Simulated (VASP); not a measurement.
# ZnO in VASP: further runs

The runs below take ZnO through single point, with PBE, r2SCAN.

Everything below comes from runs of VASP 6.6.1. Logs are shortened: lines on timing, memory, paths and dates and some standing lists are left out, and cuts for length are marked.

**1. The cell of the first run**

It takes space group R-3m (No. 166, trigonal). The conventional cell has a = 3.018 Å, b = 3.018 Å, c = 7.142 Å, α = 90.00°, β = 90.00°, γ = 120.00°. Within 2.8 Å of Zn (site symmetry -3m) lie 6 O at 2.11 Å. O (site symmetry -3m) has 6 Zn at 2.11 Å within 2.8 Å.

**2. Single point, PBE (strain along [111] -3.4%)**

INCAR

```
PREC = Accurate
ENCUT = 520
EDIFF = 1E-6
ISMEAR = -1
SIGMA = 0.02
LREAL = F
LASPH = T
NELM = 100
ALGO = Normal
ISIF = 2
LWAVE = F
LCHARG = T
GGA = PE
LELF = T
LVHAR = T
NBANDS = 16
```

KPOINTS

```
Automatic mesh
0
Gamma
  10 10 10
```

POSCAR

```
ZnO
1.0
   -0.0480809596      2.0856894367      2.0856894367
    2.0856894367     -0.0480809596      2.0856894367
    2.0856894367      2.0856894367     -0.0480809596
Zn O
1 1
Direct
    0.0000000000      0.0000000000      0.0000000000
    0.5000000000      0.5000000000      0.5000000000
```

Potentials or basis: VASP PAW PBE potentials, release 64 (Zn, O).

Command:

```
$ cat potpaw_PBE.64/Zn/POTCAR potpaw_PBE.64/O/POTCAR > POTCAR
$ mpirun -np 1 vasp_std > vasp.out
```

OUTCAR:

```text
PREC = Accurate
   ENCUT = 520
   EDIFF = 1E-6
   ISMEAR = -1
   LREAL = F
   LASPH = T
   NELM = 100
   ISIF = 2
   GGA = PE

 ion  position               nearest neighbor table
   1  0.000  0.000  0.000-   2 2.11   2 2.11   2 2.11   2 2.11   2 2.11   2 2.11
   2  0.500  0.500  0.500-   1 2.11   1 2.11   1 2.11   1 2.11   1 2.11   1 2.11

  LATTYP: Found a trigonal (rhomboedric) cell.
 ALAT       =     2.9500021409
 COS(alpha) =     0.4768205118

  Lattice vectors:

 A1 = (  -0.0480809596,   2.0856894367,   2.0856894367)
 A2 = (   2.0856894367,  -0.0480809596,   2.0856894367)
 A3 = (   2.0856894367,   2.0856894367,  -0.0480809596)

Analysis of symmetry for initial positions (statically):
=====================================================================
 Subroutine PRICEL returns:
 Original cell was already a primitive cell.

 Routine SETGRP: Setting up the symmetry group for a
 trigonal (rhombohedral) supercell.

 Subroutine GETGRP returns: Found 12 space group operations
 (whereof 12 operations were pure point group operations)
 out of a pool of 12 trial point group operations.

The static configuration has the point symmetry D_3d.

Analysis of symmetry for dynamics (positions and initial velocities):
=====================================================================
 Subroutine PRICEL returns:
 Original cell was already a primitive cell.

 Routine SETGRP: Setting up the symmetry group for a
 trigonal (rhombohedral) supercell.

 Subroutine GETGRP returns: Found 12 space group operations
 (whereof 12 operations were pure point group operations)
 out of a pool of 12 trial point group operations.

The dynamic configuration has the point symmetry D_3d.

 Subroutine INISYM returns: Found 12 space group operations
 (whereof 12 operations are pure point group operations),
 and found     1 'primitive' translations

----------------------------------------------------------------------------------------

                                     Primitive cell

  volume of cell :      18.7733

  direct lattice vectors                    reciprocal lattice vectors
    -0.048080960  2.085689437  2.085689437    -0.231594552  0.237059433  0.237059433
     2.085689437 -0.048080960  2.085689437     0.237059433 -0.231594552  0.237059433
     2.085689437  2.085689437 -0.048080960     0.237059433  0.237059433 -0.231594552

  length of vectors
     2.950002141  2.950002141  2.950002141     0.407468264  0.407468264  0.407468264

  position of ions in fractional coordinates (direct lattice)
     0.000000000  0.000000000  0.000000000
     0.500000000  0.500000000  0.500000000

  ion indices of the primitive-cell ions
   primitive index   ion index
                 1           1
                 2           2

----------------------------------------------------------------------------------------

 KPOINTS: Automatic mesh

Automatic generation of k-mesh.
 Grid dimensions read from file:
 generate k-points for:   10   10   10

 Generating k-lattice:

  Cartesian coordinates                     Fractional coordinates (reciprocal lattice)
    -0.023159455  0.023705943  0.023705943     0.100000000  0.000000000  0.000000000
     0.023705943 -0.023159455  0.023705943     0.000000000  0.100000000  0.000000000
     0.023705943  0.023705943 -0.023159455     0.000000000  0.000000000  0.100000000

  Length of vectors
     0.040746826  0.040746826  0.040746826

  Shift w.r.t. Gamma in fractional coordinates (k-lattice)
     0.000000000  0.000000000  0.000000000

 Subroutine IBZKPT returns following result:
 ===========================================

 Found    116 irreducible k-points:

 Following reciprocal coordinates:
            Coordinates               Weight
  0.000000  0.000000  0.000000      1.000000
  0.100000  0.000000 -0.000000      6.000000
  0.200000  0.000000 -0.000000      6.000000
  0.300000  0.000000  0.000000      6.000000
  0.400000 -0.000000 -0.000000      6.000000
  0.500000 -0.000000 -0.000000      3.000000
[... 16 lines left out ...]
  0.300000  0.300000 -0.000000      6.000000
  0.400000  0.300000 -0.000000     12.000000
 [... further k-points ...]
   k-points           NKPTS =    116   k-points in BZ     NKDIM =    116   number of bands    NBANDS=     16
   number of dos      NEDOS =    301   number of ions     NIONS =      2
   total plane-waves  NPLWV =  13824
   dimension x,y,z NGX =    24 NGY =   24 NGZ =   24
   dimension x,y,z NGXF=    48 NGYF=   48 NGZF=   48
   ions per type =               1   1
   NGX,Y,Z   is equivalent  to a cutoff of  13.53, 13.53, 13.53 a.u.
   NGXF,Y,Z  is equivalent  to a cutoff of  27.05, 27.05, 27.05 a.u.
 SYSTEM =  unknown system
   PREC   = accura    normal or accurate (medium, high low for compatibility)
   ISTART =      0    job   : 0-new  1-cont  2-samecut
   ICHARG =      2    charge: 1-file 2-atom 10-const
   ISPIN  =      1    spin polarized calculation?
   LNONCOLLINEAR =      F non collinear calculations
   LSORBIT =      F    spin-orbit coupling
   LASPH  =      T    aspherical Exc in radial PAW
   ENCUT  =  520.0 eV  38.22 Ry    6.18 a.u.   5.49  5.49  5.49*2*pi/ulx,y,z
   NELM   =    100;   NELMIN=  2; NELMDL= -5     # of ELM steps
   EDIFF  = 0.1E-05   stopping-criterion for ELM
   LREAL  =      F    real-space projection
   EDIFFG = 0.1E-04   stopping-criterion for IOM
   NSW    =      0    number of steps for IOM
   IBRION =     -1    ionic relax: 0-MD 1-quasi-New 2-CG
   NFREE  =      0    steps in history (QN), initial steepest desc. (CG)
   ISIF   =      2    stress and relaxation
   ISYM   =      2    0-nonsym 1-usesym 2-fastsym
   POTIM  = 0.5000    time-step for ionic-motion
   TEBEG  =    0.0;   TEEND  =   0.0 temperature during run
   PSTRESS=    0.0 pullay stress
   NELECT =      18.0000    total number of electrons
   NUPDOWN=      -1.0000    fix difference up-down
   EMIN   =  10.00;   EMAX   =-10.00  energy-range for DOS
   EFERMI =   0.00;   METHOD = LEGACY
   ISMEAR =    -1;   SIGMA  =   0.02  broadening in eV -4-tet -1-fermi 0-gaus
   EFERMI_NEDOS =   21; number of points for ismear=-14 and -15
   IALGO  =     38    algorithm
   IMIX   =      4    mixing-type and parameters
     AMIX     =   0.40;   BMIX     =  1.00
     AMIX_MAG =   1.60;   BMIX_MAG =  1.00
  volume/ion in A,a.u.               =       9.39        63.34
  Fermi-wavevector in a.u.,A,eV,Ry     =   1.614305  3.050594 35.456527  2.605981
  Thomas-Fermi vector in A             =   2.709235
   LORBIT       =      0    0 simple, 1 ext, 2 COOP (PROOUT), +10 PAW based schemes
   GGA     = PE    functional components
[... 5 lines left out ...]
 non-spin polarized calculation
  energy-cutoff  :      520.00
  volume of cell :       18.77
 maximum number of plane-waves:       525
 NGX is ok and might be reduce to    24
   NGX = 11   NGY = 11   NGZ = 11

 number of electron      17.9999996 magnetization

 Free energy of the ion-electron system (eV)
  ---------------------------------------------------
  ext. energy  EPLUGINS =         0.00000000
  ---------------------------------------------------
  free energy    TOTEN  =        -8.54365681 eV

  energy without entropy =       -8.54365681  energy(sigma->0) =       -8.54365681

 E-fermi :   3.7506     XC(G=0): -12.5422

 val. band max:        3.2119401007   @ k =   0.5000  -0.0000  -0.0000
 cond. band min:       4.2651590351   @ k =   0.0000   0.0000   0.0000
 fundamental gap:      1.0532189344
 Fermi energy:         3.7505758324

 k-point     1 :       0.0000    0.0000    0.0000
  band No.  band energies     occupation
      1     -15.8108      2.00000
      2      -1.7763      2.00000
      3      -1.7763      2.00000
      4      -1.7187      2.00000
      5      -1.5107      2.00000
      6      -1.5107      2.00000
[... 8 lines left out ...]
     15      23.0634      0.00000
     16      23.0634      0.00000

 k-point     2 :       0.1000    0.0000   -0.0000
  band No.  band energies     occupation
      1     -15.6936      2.00000
      2      -1.8699      2.00000
      3      -1.8203      2.00000
      4      -1.7370      2.00000
      5      -1.6087      2.00000
      6      -1.6012      2.00000
[... 8 lines left out ...]
     15      22.9386      0.00000
     16      23.6482      0.00000

 k-point     3 :       0.2000    0.0000   -0.0000
  band No.  band energies     occupation
      1     -15.3685      2.00000
      2      -2.3601      2.00000
      3      -2.1366      2.00000
      4      -2.0290      2.00000
      5      -1.5646      2.00000
      6      -1.5529      2.00000
[... 8 lines left out ...]
     15      23.5770      0.00000
     16      24.4330      0.00000

 k-point     4 :       0.3000    0.0000    0.0000
  band No.  band energies     occupation
      1     -14.9226      2.00000
      2      -3.3457      2.00000
      3      -2.5096      2.00000
      4      -2.3770      2.00000
      5      -1.4486      2.00000
      6      -1.4261      2.00000
[... 8 lines left out ...]
     15      24.9473      0.00000
     16      25.8854      0.00000
[... 324 lines left out ...]
 k-point    22 :      -0.2000    0.2000    0.0000
  band No.  band energies     occupation
      1     -14.8116      2.00000
      2      -3.3295      2.00000
      3      -2.5085      2.00000
      4      -2.3007      2.00000
      5      -1.5176      2.00000
      6      -1.2967      2.00000
[... 8 lines left out ...]
     15      25.8867      0.00000
     16      26.7819      0.00000

 k-point    23 :       0.3000    0.3000   -0.0000
  band No.  band energies     occupation
      1     -14.7321      2.00000
      2      -3.2657      2.00000
      3      -2.0683      2.00000
      4      -1.6189      2.00000
      5      -1.5754      2.00000
      6      -1.3707      2.00000
[... 8 lines left out ...]
     15      30.8488      0.00000
     16      32.2891      0.00000

 k-point    24 :       0.4000    0.3000   -0.0000
  band No.  band energies     occupation
      1     -14.4758      2.00000
      2      -3.3024      2.00000
      3      -2.2339      2.00000
      4      -1.7131      2.00000
      5      -1.5123      2.00000
      6      -1.2597      2.00000
[... 8 lines left out ...]
     15      31.3023      0.00000
     16      31.8392      0.00000

 [... further k-points ...]

------------------------ aborting loop because EDIFF is reached ----------------------------------------

  FORCE on cell =-STRESS in cart. coord.  units (eV):
  Direction    XX          YY          ZZ          XY          YZ          ZX
  --------------------------------------------------------------------------------------
  -------------------------------------------------------------------------------------
  Total        1.9568694      1.9568694      1.9568694      0.2124400      0.2124400      0.2124400
  in kB      167.0061012    167.0061012    167.0061012     18.1303773     18.1303773     18.1303773
  external PRESSURE =     167.0061012 kB  Pullay stress =       0.0000000 kB

 VOLUME and BASIS-vectors are now :
 -----------------------------------------------------------------------------
  energy-cutoff  :      520.00
  volume of cell :       18.77
      direct lattice vectors                 reciprocal lattice vectors
    -0.048080960  2.085689437  2.085689437    -0.231594552  0.237059433  0.237059433
     2.085689437 -0.048080960  2.085689437     0.237059433 -0.231594552  0.237059433
     2.085689437  2.085689437 -0.048080960     0.237059433  0.237059433 -0.231594552

 POSITION                                       TOTAL-FORCE (eV/Angst)
 -----------------------------------------------------------------------------------
      0.00000      0.00000      0.00000        -0.000000     -0.000000     -0.000000
      2.06165      2.06165      2.06165         0.000000      0.000000      0.000000
 -----------------------------------------------------------------------------------
    total drift:                                0.000000     -0.000000     -0.000000

  FREE ENERGIE OF THE ION-ELECTRON SYSTEM (eV)
  ---------------------------------------------------
  free  energy   TOTEN  =        -8.5436568139 eV

  energy  without entropy=       -8.5436568139  energy(sigma->0) =       -8.54365681
```

It took 19 s on 1 thread of AMD EPYC 9R45 (Zen 5), shared host; peak memory 0.13 GiB.

What came out:

* Free energy: -8.5437 eV
* Pressure: 16.7 GPa
* Band gap on the k mesh: 1.05 eV, indirect (least direct gap 2.42 eV)

Stress tensor (GPa, compression positive):
```
16.70  1.81  1.81
 1.81 16.70  1.81
 1.81  1.81 16.70
```

Caveat: the cell differs from its parent crystal (strain along [111] -3.4%). A k mesh can miss the band edges.

**3. Single point, r2SCAN (uniaxial x strain -1.7%)**

POSCAR

```
ZnO
1.0
    0.0000000000      2.1337703963      2.1337703963
    2.0966427914      0.0000000000      2.1337703963
    2.0966427914      2.1337703963      0.0000000000
Zn O
1 1
Direct
    0.0000000000      0.0000000000      0.0000000000
    0.5000000000      0.5000000000      0.5000000000
```

INCAR.step1

```
SYSTEM = ZnO
ALGO     = Normal         ! electronic algorithm
EDIFF    = 1E-4           ! SCF threshold, eV
ENCUT    = 520            ! plane-wave cutoff, eV
GGA      = PE             ! functional
ISMEAR   = 0              ! smearing method
LASPH    = .True.         ! aspherical terms in the spheres
LCHARG   = .False.        ! write CHGCAR
LREAL    = .False.        ! projectors in reciprocal space
LWAVE    = .True.         ! write WAVECAR
NBANDS   = 16             ! bands
NELM     = 100            ! most SCF steps
PREC     = Accurate       ! precision mode
SIGMA    = 0.01           ! smearing width, eV
```

INCAR.step2

```
SYSTEM = ZnO
ALGO     = Normal         ! electronic algorithm
EDIFF    = 1E-6           ! SCF threshold, eV
ENCUT    = 520            ! plane-wave cutoff, eV
ISIF     = 2              ! what is computed and relaxed
ISMEAR   = 0              ! smearing method
ISTART   = 1            
LASPH    = .True.         ! aspherical terms in the spheres
LCHARG   = .False.        ! write CHGCAR
LMIXTAU  = .True.       
LREAL    = .False.        ! projectors in reciprocal space
LWAVE    = .False.        ! write WAVECAR
METAGGA  = R2SCAN         ! meta-GGA
NBANDS   = 16             ! bands
NELM     = 100            ! most SCF steps
PREC     = Accurate       ! precision mode
SIGMA    = 0.01           ! smearing width, eV
```

KPOINTS

```
k-points
0
Gamma
  10 10 10
  0 0 0
```

Potentials or basis: VASP PAW PBE potentials, release 64 (Zn, O).

Command:

```
$ cat potpaw_PBE.64/Zn/POTCAR potpaw_PBE.64/O/POTCAR > POTCAR
$ cp INCAR.step1 INCAR
$ mpirun -np 1 vasp_std > vasp.out
$ cp INCAR.step2 INCAR
$ mpirun -np 1 vasp_std > vasp.out
```

It took 84 s on 1 thread of AMD EPYC 9R45 (Zen 5), shared host; peak memory 0.13 GiB.

Results (log left out):

```yaml
Free_energy: -17.9408 eV
Pressure: 5.1 GPa
Band_gap_on_the_k_mesh: 1.58 eV, indirect (least direct gap 3.12 eV)
```

Stress tensor (GPa, compression positive):
```
6.61 0.00 0.00
0.00 4.35 0.00
0.00 0.00 4.35
```

Levels at points of the mesh, in eV from the valence-band top:
| k point | band 7 | band 8 | band 9 | band 10 | band 11 | band 12 |
| --- | --- | --- | --- | --- | --- | --- |
| (0.00, 0.00, 0.00) | -1.63 | -1.54 | -1.54 | 1.58 | 18.85 | 18.85 |
| (0.50, 0.00, 0.00) | -3.71 | -0.11 | 0.00 | 6.16 | 10.17 | 13.63 |
| (0.50, 0.50, 0.00) | -4.15 | -3.12 | -2.95 | 5.06 | 11.68 | 12.01 |
| (0.00, 0.50, 0.50) | -4.11 | -3.10 | -3.10 | 5.04 | 11.78 | 11.94 |

Caveat: the cell differs from its parent crystal (uniaxial x strain -1.7%); the PAW data sets were made with another functional, which shifts forces and pressure a little.

(Part 1 of 2 ends here.)
